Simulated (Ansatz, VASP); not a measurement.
## One calculation of Ru, two programs

POSCAR

```
Ru
1.0
    2.7402486585      0.0000000000      0.0000000000
   -1.3701243293      2.3731249510      0.0000000000
    0.0000000000      0.0000000000      8.9451908318
Ru
4
Direct
    0.0000000000      0.0000000000      0.0000000000
    0.3333333333      0.6666666667      0.2500000000
    0.0000000000      0.0000000000      0.5000000000
    0.6666666667      0.3333333333      0.7500000000
```

Contents of INCAR.step1:

```
SYSTEM = Ru
PREC = Accurate ; ENCUT = 600
ISMEAR = 0 ; SIGMA = 0.1
LREAL = .False. ; LASPH = .True.
NELM = 80 ; GGA = PE
ALGO = Normal ; EDIFF = 1E-4
LWAVE = .True. ; LCHARG = .False.
```

The input INCAR.step2:

```
SYSTEM = Ru
PREC = Accurate ; ENCUT = 600
EDIFF = 1E-6 ; ISMEAR = 0
SIGMA = 0.1 ; LREAL = .False.
LASPH = .True. ; NELM = 80
ALGO = Normal ; ISIF = 3
LWAVE = .False. ; LCHARG = .False.
METAGGA = R2SCAN ; LMIXTAU = .True.
IBRION = 2 ; NSW = 80
EDIFFG = -0.05 ; ISTART = 1
```

The input KPOINTS:

```
Automatic mesh
0
Gamma
  12 12 2
  0 0 0
```

Input for Ansatz:

```yaml
crystal:
  lattice:
    - [2.7402486585, 0.0, 0.0]
    - [-1.3701243293, 2.373124951, 0.0]
    - [0.0, 0.0, 8.9451908318]
  atoms:
    - { symbol: Ru, position: [0.0, 0.0, 0.0] }
    - { symbol: Ru, position: [0.3333333333, 0.6666666667, 0.25] }
    - { symbol: Ru, position: [0.0, 0.0, 0.5] }
    - { symbol: Ru, position: [0.6666666667, 0.3333333333, 0.75] }
basis:
  ecutwfc: 500
kpoints:
  mp_grid: { grid: [12, 12, 2] }
hamiltonian:
  xc: r2scan
scf:
  occupations: { method: gaussian, width: 0.1 }
output:
  forces: true
  stress: true
  eigenvalues: true
relax:
  adjacent_minimum: "off"
  f_tol: 0.05
  max_steps: 60
  cell: { stress_tol: 0.5 }
```

Alike in both runs: task relaxation of cell and atoms; functional r2SCAN; k mesh 12 × 12 × 2; occupations gaussian, width 0.1 eV; no spin polarisation.

```csv
,VASP,Ansatz
version,VASP 6.6.1,Ansatz 0.2.0
potentials or method,"VASP PAW PBE potentials, release 64 (Ru_pv), cutoff 600 eV","scalar-relativistic, plane waves, PAW"
valence electrons in the cell,56,64
```

|  | VASP | Ansatz | Ansatz less VASP |
| --- | --- | --- | --- |
| gap on the k mesh at the Fermi level, each at its own relaxed structure (eV) | none | none | - |
| relaxed volume (Å³/atom) | 13.59 | 13.52 | -0.062 |
| relaxed cell length with the largest relative difference (Å) | 2.685 | 2.679 | -0.0059 |

VASP's potentials were made for PBE, not for r2SCAN. A gap of «none» marks a metal or a gap that the smearing closes. VASP's potentials hold 56 valence electrons a cell and Ansatz's 64, so a difference there can come from the potentials and not from the codes.
